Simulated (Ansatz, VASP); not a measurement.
## Tl: VASP beside Ansatz

```xyz
2
Lattice="3.7325 0.0000 0.0000 -1.8662 3.2324 0.0000 0.0000 0.0000 5.7460" Properties=species:S:1:pos:R:3 pbc="T T T"
Tl    0.0000    2.1549    1.4365
Tl    1.8662    1.0775    4.3095
```

Change from the starting cell: strain +0.080 along x and y, +0.040 along z, atoms carried along.

Alike in both runs: task single point; functional PBEsol; k mesh 18 × 18 × 10; occupations gaussian, width 0.15 eV; no spin polarisation.

|  | VASP | Ansatz |
| --- | --- | --- |
| version | VASP 6.6.1 | Ansatz 0.2.0 |
| potentials or method | VASP PAW PBE potentials, release 64 (Tl_d), cutoff 520 eV | scalar-relativistic, plane waves, PAW |
| valence electrons in the cell | 26 | 26 |

```tsv
	VASP	Ansatz	Ansatz less VASP
gap on the k mesh at the Fermi level (eV)	none	none	-
pressure (GPa)	-4.2	-4.1	+0.05
traceless stress, the component that is largest in VASP (GPa)	-0.09	-0.09	+0.004
```

VASP's potentials were made for PBE, not for PBEsol. A gap of «none» marks a metal or a gap that the smearing closes. The functional is the same, so the differences come from potentials, cutoffs and numerics.

Neither program's run includes spin-orbit coupling.
